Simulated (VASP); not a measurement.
Wanted: the native input for a VASP 6.6.1 run.

| Item | Value |
| --- | --- |
| Task | single point |
| Functional | PBE |
| Potentials or basis | VASP PAW PBE potentials, release 64 (Fe) |
| Cutoff | 520 eV |
| k mesh | 8 × 8 × 8 |
| Occupations | gaussian, width 0.1 eV |
| Spin | collinear spin, ferromagnetic start |
| Starting moments | [3.51] μB |
| Dipole correction | no |
| Further INCAR settings | ALGO = Normal; EDIFF = 1e-07; NBANDS = 14 |

The structure of Fe lies in POSCAR:

```
Fe
1.0
    0.0000000000      1.8258176721      1.8258176721
    1.8258176721      0.0000000000      1.8258176721
    1.8258176721      1.8258176721      0.0000000000
Fe
1
Direct
    0.0000000000      0.0000000000      0.0000000000
```

The input as run:

INCAR

```
SYSTEM = Fe
  PREC = Accurate
  ENCUT = 520
  EDIFF = 1E-7
  ISMEAR = 0
  SIGMA = 0.1
  LREAL = .False.
  LASPH = .True.
  NELM = 150
  ALGO = Normal
  ISIF = 2
  LWAVE = .False.
  LCHARG = .True.
  ISPIN = 2
  MAGMOM = 3.51
  LORBIT = 11
  LMAXMIX = 4
  GGA = PE
  LELF = .True.
  LVHAR = .True.
  NBANDS = 14
```

KPOINTS

```
Automatic mesh
0
Gamma
  8 8 8
  0 0 0
```

Potentials or basis: VASP PAW PBE potentials, release 64 (Fe).

The run is started by

```console
$ cat potpaw_PBE.64/Fe/POTCAR > POTCAR
$ mpirun -np 1 vasp_std > vasp.out
```

It gave:

- Pressure: 0.0 GPa
- Net moment: 2.70 μB per cell
- Site moments: Fe +2.69 μB
- Valence electrons inside the program's atomic spheres: Fe 7.13

Caveat: the k points lie up to 0.37 Å⁻¹ apart.

It took 9.1 s on 1 thread of Intel(R) Xeon(R) Platinum 8488C (Sapphire Rapids) (shared host), peak memory 0.13 GiB.
